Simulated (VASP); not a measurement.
# Ge in VASP: notebook, part 2 of 2

VASP 6.6.1. Earlier steps stand in the parts before.

## (3) Single point, PBE

INCAR

```
SYSTEM = Ge
PREC = Accurate ; ENCUT = 520
EDIFF = 1E-6 ; ISMEAR = 0
SIGMA = 0.1 ; LREAL = .False.
LASPH = .True. ; NELM = 60
ALGO = Normal ; ISIF = 2
LWAVE = .False. ; LCHARG = .True.
GGA = PE ; LELF = .True.
LVHAR = .True. ; NBANDS = 21
```

KPOINTS

```
Automatic mesh
0
Gamma
  20 20 20
  0 0 0
```

POSCAR

```
Ge
1.0
   -2.0367444297      2.0367444297      2.8805516660
    2.0367444297     -2.0367444297      2.8805516660
    2.0367444297      2.0367444297     -2.8805516660
Ge
2
Direct
    0.2500000000      0.7500000000      0.5000000000
    0.5000000000      0.5000000000      0.0000000000
```

Potentials or basis: VASP PAW PBE potentials, release 64 (Ge_d).

Command:

```console
> cat potpaw_PBE.64/Ge_d/POTCAR > POTCAR
> mpirun -np 1 vasp_std > vasp.out
```

OUTCAR:

```text
SYSTEM = Ge
   PREC = Accurate
   ENCUT = 520
   EDIFF = 1E-6
   ISMEAR = 0
   LREAL = .False.
   LASPH = .True.
   NELM = 60
   ISIF = 2
   GGA = PE

 ion  position               nearest neighbor table
   1  0.250  0.750  0.500-   2 2.49   2 2.49   2 2.49   2 2.49
   2  0.500  0.500  0.000-   1 2.49   1 2.49   1 2.49   1 2.49

  LATTYP: Found a body centered tetragonal cell.
 ALAT       =     4.0734888594
 C/A-ratio  =     1.4142921537

  Lattice vectors:

 A1 = (  -2.0367444297,   2.0367444297,   2.8805516660)
 A2 = (   2.0367444297,  -2.0367444297,   2.8805516660)
 A3 = (   2.0367444297,   2.0367444297,  -2.8805516660)

Analysis of symmetry for initial positions (statically):
=====================================================================
 Subroutine PRICEL returns:
 Original cell was already a primitive cell.

 Routine SETGRP: Setting up the symmetry group for a
 body centered tetragonal supercell.

 Subroutine GETGRP returns: Found 16 space group operations
 (whereof  8 operations were pure point group operations)
 out of a pool of 16 trial point group operations.

The static configuration has the point symmetry D_2d.
 The point group associated with its full space group is D_4h.

Analysis of symmetry for dynamics (positions and initial velocities):
=====================================================================
 Subroutine PRICEL returns:
 Original cell was already a primitive cell.

 Routine SETGRP: Setting up the symmetry group for a
 body centered tetragonal supercell.

 Subroutine GETGRP returns: Found 16 space group operations
 (whereof  8 operations were pure point group operations)
 out of a pool of 16 trial point group operations.

The dynamic configuration has the point symmetry D_2d.
 The point group associated with its full space group is D_4h.

 Subroutine INISYM returns: Found 16 space group operations
 (whereof  8 operations are pure point group operations),
 and found     1 'primitive' translations

----------------------------------------------------------------------------------------

                                     Primitive cell

  volume of cell :      47.7979

  direct lattice vectors                    reciprocal lattice vectors
    -2.036744430  2.036744430  2.880551666     0.000000000  0.245489808  0.173577862
     2.036744430 -2.036744430  2.880551666     0.245489808  0.000000000  0.173577862
     2.036744430  2.036744430 -2.880551666     0.245489808  0.245489808  0.000000000

  length of vectors
     4.073602048  4.073602048  4.073602048     0.300656815  0.300656815  0.347175017

  position of ions in fractional coordinates (direct lattice)
     0.250000000  0.750000000  0.500000000
     0.500000000  0.500000000  0.000000000

  ion indices of the primitive-cell ions
   primitive index   ion index
                 1           1
                 2           2

----------------------------------------------------------------------------------------

 KPOINTS: Automatic mesh

Automatic generation of k-mesh.
 Grid dimensions read from file:
 generate k-points for:   20   20   20

 Generating k-lattice:

  Cartesian coordinates                     Fractional coordinates (reciprocal lattice)
     0.000000000  0.012274490  0.008678893     0.050000000 -0.000000000  0.000000000
     0.012274490  0.000000000  0.008678893    -0.000000000  0.050000000  0.000000000
     0.012274490  0.012274490  0.000000000     0.000000000  0.000000000  0.050000000

  Length of vectors
     0.015032841  0.015032841  0.017358751

  Shift w.r.t. Gamma in fractional coordinates (k-lattice)
     0.000000000  0.000000000  0.000000000

 Subroutine IBZKPT returns following result:
 ===========================================

 Found    641 irreducible k-points:

 Following reciprocal coordinates:
            Coordinates               Weight
  0.000000  0.000000  0.000000      1.000000
  0.050000  0.000000 -0.000000      8.000000
  0.100000  0.000000 -0.000000      8.000000
  0.150000  0.000000  0.000000      8.000000
  0.200000  0.000000 -0.000000      8.000000
  0.250000  0.000000  0.000000      8.000000
[... 16 lines left out ...]
 -0.400000  0.050000  0.000000     16.000000
 -0.350000  0.050000  0.000000     16.000000
 [... further k-points ...]
   k-points           NKPTS =    641   k-points in BZ     NKDIM =    641   number of bands    NBANDS=     21
   number of dos      NEDOS =    301   number of ions     NIONS =      2
   total plane-waves  NPLWV =  27000
   dimension x,y,z NGX =    30 NGY =   30 NGZ =   30
   dimension x,y,z NGXF=    60 NGYF=   60 NGZF=   60
   ions per type =               2
   NGX,Y,Z   is equivalent  to a cutoff of  12.24, 12.24, 12.24 a.u.
   NGXF,Y,Z  is equivalent  to a cutoff of  24.49, 24.49, 24.49 a.u.
 SYSTEM =  Ge
   PREC   = accura    normal or accurate (medium, high low for compatibility)
   ISTART =      0    job   : 0-new  1-cont  2-samecut
   ICHARG =      2    charge: 1-file 2-atom 10-const
   ISPIN  =      1    spin polarized calculation?
   LNONCOLLINEAR =      F non collinear calculations
   LSORBIT =      F    spin-orbit coupling
   LASPH  =      T    aspherical Exc in radial PAW
   ENCUT  =  520.0 eV  38.22 Ry    6.18 a.u.   7.57  7.57  7.57*2*pi/ulx,y,z
   NELM   =     60;   NELMIN=  2; NELMDL= -5     # of ELM steps
   EDIFF  = 0.1E-05   stopping-criterion for ELM
   LREAL  =      F    real-space projection
   EDIFFG = 0.1E-04   stopping-criterion for IOM
   NSW    =      0    number of steps for IOM
   IBRION =     -1    ionic relax: 0-MD 1-quasi-New 2-CG
   NFREE  =      0    steps in history (QN), initial steepest desc. (CG)
   ISIF   =      2    stress and relaxation
   ISYM   =      2    0-nonsym 1-usesym 2-fastsym
   POTIM  = 0.5000    time-step for ionic-motion
   TEBEG  =    0.0;   TEEND  =   0.0 temperature during run
   PSTRESS=    0.0 pullay stress
   NELECT =      28.0000    total number of electrons
   NUPDOWN=      -1.0000    fix difference up-down
   EMIN   =  10.00;   EMAX   =-10.00  energy-range for DOS
   EFERMI =   0.00;   METHOD = LEGACY
   ISMEAR =     0;   SIGMA  =   0.10  broadening in eV -4-tet -1-fermi 0-gaus
   EFERMI_NEDOS =   21; number of points for ismear=-14 and -15
   IALGO  =     38    algorithm
   IMIX   =      4    mixing-type and parameters
     AMIX     =   0.40;   BMIX     =  1.00
     AMIX_MAG =   1.60;   BMIX_MAG =  1.00
  volume/ion in A,a.u.               =      23.90       161.28
  Fermi-wavevector in a.u.,A,eV,Ry     =   1.369802  2.588551 25.529410  1.876359
  Thomas-Fermi vector in A             =   2.495645
   LORBIT       =      0    0 simple, 1 ext, 2 COOP (PROOUT), +10 PAW based schemes
   GGA     = PE    functional components
   LHFCALC =     F    Hartree Fock is set to
   AEXX    =    0.0000 exact exchange contribution
   IVDW    =     0    specifies the selected vdW correction
   LEPSILON=     F    determine dielectric tensor
   LRPA    =     F    only Hartree local field effects (RPA)
 non-spin polarized calculation
 Gauss-broadening in eV      SIGMA  =   0.10
  energy-cutoff  :      520.00
  volume of cell :       47.80
 maximum number of plane-waves:      1307
   NGX = 15   NGY = 15   NGZ = 15

 number of electron      27.9999979 magnetization

 Free energy of the ion-electron system (eV)
  ---------------------------------------------------
  ext. energy  EPLUGINS =         0.00000000
  ---------------------------------------------------
  free energy    TOTEN  =        -9.03734487 eV

  energy without entropy =       -9.03708820  energy(sigma->0) =       -9.03721653

 E-fermi :   4.4907     XC(G=0):  -9.6708

 val. band max:        4.4783666128   @ k =   0.0000   0.0000   0.0000
 cond. band min:       4.5034519748   @ k =   0.5000   0.0000   0.0000
 fundamental gap:      0.0250853620
 Fermi energy:         4.4906955079

 k-point     1 :       0.0000    0.0000    0.0000
  band No.  band energies     occupation
      1     -20.2677      2.00000
      2     -20.2677      2.00000
      3     -20.2677      2.00000
      4     -20.2356      2.00000
      5     -20.2356      2.00000
      6     -20.0525      2.00000
[... 13 lines left out ...]
     20      13.8170      0.00000
     21      13.8180      0.00000

 k-point     2 :       0.0500    0.0000   -0.0000
  band No.  band energies     occupation
      1     -20.2692      2.00000
      2     -20.2692      2.00000
      3     -20.2674      2.00000
      4     -20.2337      2.00000
      5     -20.2336      2.00000
      6     -20.0556      2.00000
[... 520 lines left out ...]
 k-point    24 :      -0.3500    0.0500    0.0000
  band No.  band energies     occupation
      1     -20.2898      2.00000
      2     -20.2859      2.00000
      3     -20.2548      2.00000
      4     -20.2057      2.00000
      5     -20.1998      2.00000
      6     -20.0890      2.00000
[... 13 lines left out ...]
     20      13.1332      0.00000
     21      13.8204      0.00000

 [... further k-points ...]
[... 5 lines left out ...]
  --------------------------------------------------------------------------------------
  -------------------------------------------------------------------------------------
  Total       -0.0293826     -0.0293826     -0.0304552      0.0000000      0.0000000      0.0000000
  in kB       -0.9849013     -0.9849013     -1.0208539      0.0000000      0.0000000      0.0000000
  external PRESSURE =      -0.9968855 kB  Pullay stress =       0.0000000 kB

 VOLUME and BASIS-vectors are now :
 -----------------------------------------------------------------------------
  energy-cutoff  :      520.00
  volume of cell :       47.80
      direct lattice vectors                 reciprocal lattice vectors
    -2.036744430  2.036744430  2.880551666     0.000000000  0.245489808  0.173577862
     2.036744430 -2.036744430  2.880551666     0.245489808  0.000000000  0.173577862
     2.036744430  2.036744430 -2.880551666     0.245489808  0.245489808  0.000000000

 POSITION                                       TOTAL-FORCE (eV/Angst)
 -----------------------------------------------------------------------------------
      2.03674      0.00000      1.44028        -0.000000     -0.000000     -0.000000
      0.00000      0.00000      2.88055         0.000000      0.000000      0.000000
 -----------------------------------------------------------------------------------
    total drift:                                0.000000     -0.000000      0.000000

  FREE ENERGIE OF THE ION-ELECTRON SYSTEM (eV)
  ---------------------------------------------------
  free  energy   TOTEN  =        -9.0373448703 eV

  energy  without entropy=       -9.0370881975  energy(sigma->0) =       -9.03721653
```

stdout:

```text
POSCAR found type information on POSCAR Ge
 POSCAR found :  1 types and       2 ions
 scaLAPACK will be used
 LDA part: xc-table for (Slater+PW92), standard interpolation
 POSCAR, INCAR and KPOINTS ok, starting setup
 FFT: planning ... GRIDC
 FFT: planning ... GRID_SOFT
 FFT: planning ... GRID
 WAVECAR not read
 entering main loop
```

Wall time 3.6 min (1 thread of Intel Xeon 6975P-C (Granite Rapids), shared host); peak memory 0.56 GiB.

Results:

| Property | Result |
| --- | --- |
| Free energy | -9.0373 eV |
| Pressure | -0.1 GPa |
| Band gap on the k mesh | zero (filled and empty bands touch) |

## (4) Single point, PBE

This run uses another cell than the first one: it holds 8 atoms, not 2.

INCAR

```
SYSTEM = Ge
ALGO = Normal
EDIFF = 1E-7
ENCUT = 520
GGA = PE
ISIF = 2
ISMEAR = 0
LASPH = .True.
LCHARG = .True.
LELF = .True.
LREAL = .False.
LVHAR = .True.
LWAVE = .False.
NBANDS = 66
NELM = 100
PREC = Accurate
SIGMA = 0.2
```

KPOINTS

```
k-points
0
Gamma
  6 4 4
  0 0 0
```

POSCAR

```
Ge
1.0
   -2.0367444297     -2.0367444297      2.8805516660
   -6.1102332891      2.0367444297     -2.8805516660
    2.0367444297     -6.1102332891     -2.8805516660
Ge
8
Direct
    0.0000000000      0.6250000000      0.8750000000
    0.5000000000      0.1250000000      0.8750000000
    0.5000000000      0.6250000000      0.3750000000
    1.0000000000      0.1250000000      0.3750000000
    0.5000000000      0.7500000000      0.7500000000
    0.0000000000      0.2500000000      0.7500000000
    1.0000000000      0.7500000000      0.2500000000
    0.5000000000      0.2500000000      0.2500000000
```

Command:

```console
> cat potpaw_PBE.64/Ge_d/POTCAR > POTCAR
> mpirun -np 1 vasp_std > vasp.out
```

Run time: 8.3 min. Hardware: 1 thread of Oxide Virtual Turin-like, shared host; peak memory 0.42 GiB.

The run converged. Its results:

| Quantity | Value |
| --- | --- |
| Free energy | -36.1070 eV |
| Pressure | 0.1 GPa |
| Band gap on the k mesh | zero (filled and empty bands touch) |

Levels at points of the mesh, in eV from the Fermi level:
```
           k point  band 53  band 54  band 55  band 56  band 57  band 58  band 59  band 60
(0.00, 0.00, 0.00)    -1.28    -0.41     0.04     0.05     0.05     0.07     0.07     0.86
(0.50, 0.00, 0.00)    -3.58    -3.58    -1.37    -1.37     1.90     1.90     4.15     4.15
(0.00, 0.50, 0.00)    -0.78    -0.78    -0.78    -0.78     0.54     0.54     1.46     1.46
(0.50, 0.50, 0.00)    -2.21    -2.21    -2.21    -2.21     1.46     1.46     1.46     1.46
(0.00, 0.50, 0.50)    -1.86    -1.86    -1.37    -1.37     1.11     1.11     1.90     1.90
(0.50, 0.50, 0.50)    -1.28    -1.28    -1.28    -1.28     0.07     0.07     0.86     0.86
```
